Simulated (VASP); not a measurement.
Runs of VASP 6.6.1 on TaRu. The structure is that of space group Cmmm (No. 65), or close to it. The cells are those of the table. 

```csv
cell,further INCAR settings,gap on the mesh (eV),pressure (GPa)
"a = 2.877, b = 2.877, c = 4.162 Å, angles 90.0, 90.0, 109.0°, 2 atoms",ALGO = Fast; EDIFF = 1e-07; NBANDS = 20,none,-15.3
"a = 2.829, b = 2.829, c = 4.162 Å, angles 90.0, 90.0, 111.7°, 2 atoms",ALGO = Fast; EDIFF = 1e-07; NBANDS = 20,none,(a)
"a = 2.896, b = 2.896, c = 4.162 Å, angles 90.0, 90.0, 107.9°, 2 atoms",ALGO = Fast; EDIFF = 1e-06; NBANDS = 20,none,-19.2
"a = 2.848, b = 2.848, c = 4.162 Å, angles 90.0, 90.0, 110.6°, 2 atoms",ALGO = Fast; EDIFF = 1e-06; NBANDS = 20,none,-8.4
```

Alike in all rows: task single point; level LDA; potentials or basis VASP PAW LDA potentials, release 64 (Ta_pv, Ru_pv); no spin polarisation; k mesh 18 × 18 × 12; cutoff (eV) 520; smearing gaussian 0.15 eV.

Estimate the missing entries.

(a) -3.1.

Caveats: spin-orbit coupling is left out, which moves the levels of the heavy elements.

A k mesh can miss the band edges, and the runs leave out spin-orbit coupling on Ru, Ta.

A gap of «none» marks levels without a gap at the run's occupations.
